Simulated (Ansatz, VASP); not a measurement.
## One calculation of GaSb, two programs

POSCAR

```
GaSb
1.0
    0.0000000000      3.0590000000      3.0590000000
    3.0590000000      0.0000000000      3.0590000000
    3.0590000000      3.0590000000      0.0000000000
Ga Sb
1 1
Direct
    0.0000000000      0.0000000000      0.0000000000
    0.2500000000      0.2500000000      0.2500000000
```

The input INCAR.step1:

```
PREC     = Accurate       # precision mode
ENCUT    = 520            # plane-wave cutoff, eV
ISMEAR   = 0              # smearing method
SIGMA    = 0.1            # smearing width, eV
LREAL    = False          # projectors in reciprocal space
LASPH    = True           # aspherical terms in the spheres
NELM     = 100            # most SCF steps
NBANDS   = 16             # bands
GGA      = PE             # functional
ALGO     = Normal         # electronic algorithm
EDIFF    = 1E-4           # SCF threshold, eV
LWAVE    = True           # write WAVECAR
LCHARG   = False          # write CHGCAR
```

The input INCAR.step2:

```
PREC     = Accurate       # precision mode
ENCUT    = 520            # plane-wave cutoff, eV
EDIFF    = 1E-7           # SCF threshold, eV
ISMEAR   = 0              # smearing method
SIGMA    = 0.1            # smearing width, eV
LREAL    = False          # projectors in reciprocal space
LASPH    = True           # aspherical terms in the spheres
NELM     = 100            # most SCF steps
ALGO     = Normal         # electronic algorithm
ISIF     = 2              # what is computed and relaxed
LWAVE    = False          # write WAVECAR
LCHARG   = False          # write CHGCAR
METAGGA  = R2SCAN         # meta-GGA
LMIXTAU  = True         
NBANDS   = 16             # bands
ISTART   = 1
```

KPOINTS

```
Automatic mesh
0
Gamma
  6 6 6
```

Input for Ansatz:

```yaml
crystal:
  lattice:
    - [0.0, 3.059, 3.059]
    - [3.059, 0.0, 3.059]
    - [3.059, 3.059, 0.0]
  atoms:
    - { symbol: Ga, position: [0.0, 0.0, 0.0] }
    - { symbol: Sb, position: [0.25, 0.25, 0.25] }
basis:
  ecutwfc: 500
kpoints:
  mp_grid: { grid: [6, 6, 6] }
hamiltonian:
  xc: r2scan
scf:
  occupations: { method: gaussian, width: 0.1 }
output:
  forces: true
  stress: true
  eigenvalues: true
```

Alike in both runs: task single point; functional r2SCAN; k mesh 6 × 6 × 6; occupations gaussian, width 0.1 eV; no spin polarisation.

|  | VASP | Ansatz |
| --- | --- | --- |
| version | VASP 6.6.1 | Ansatz 0.2.0 |
| potentials or method | VASP PAW PBE potentials, release 64 (Ga_d, Sb), cutoff 520 eV | scalar-relativistic, plane waves, PAW |
| valence electrons in the cell | 18 | 28 |

Ansatz gave:

| Property | Result |
| --- | --- |
| gap on the k mesh at the Fermi level (eV) | 0.47 |
| least direct gap on the mesh (eV) | 0.47 |
| pressure (GPa) | 0.4 |

Problem. What did VASP give for the same quantities?

Solution. gap on the k mesh at the Fermi level (eV): 0.45; least direct gap on the mesh (eV): 0.45; pressure (GPa): 0.5.

VASP's potentials were made for PBE, not for r2SCAN. The functional is the same, so the differences come from potentials, cutoffs and numerics. VASP's potentials hold 18 valence electrons a cell and Ansatz's 28, so a difference there can come from the potentials and not from the codes.

Neither program's run includes spin-orbit coupling.
